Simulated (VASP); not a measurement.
Here is a VASP 6.6.1 calculation.

Contents of INCAR:

```
ALGO = Fast
EDIFF = 1E-7
ENCUT = 520
GGA = PS
ISIF = 2
ISMEAR = 0
LASPH = T
LCHARG = T
LELF = T
LREAL = F
LVHAR = T
LWAVE = F
NBANDS = 11
NELM = 80
PREC = Accurate
SIGMA = 0.15
```

KPOINTS

```
k-points
0
Gamma
  16 16 16
```

Contents of POSCAR:

```
Sr
1.0
   -1.8670267831      2.4581317878      2.4581317878
    2.4581317878     -1.8670267831      2.4581317878
    2.4581317878      2.4581317878     -1.8670267831
Sr
1
Direct
    0.0000000000      0.0000000000      0.0000000000
```

Potentials or basis: VASP PAW PBE potentials, release 64 (Sr_sv).

Run with:

```console
$ cat potpaw_PBE.64/Sr_sv/POTCAR > POTCAR
$ mpirun -np 1 vasp_std > vasp.out
```

Problem. Estimate the pressure.

Solution. -0.6 GPa.

Problem. Predict the band gap on the k mesh.

Solution. Zero (bands 5 and 6 overlap by 0.72 eV).

Stress tensor (GPa, compression positive):
```
-0.62 -1.16 -1.16
-1.16 -0.62 -1.16
-1.16 -1.16 -0.62
```

Caveat: the PAW data sets were made with another functional, which shifts forces and pressure a little.
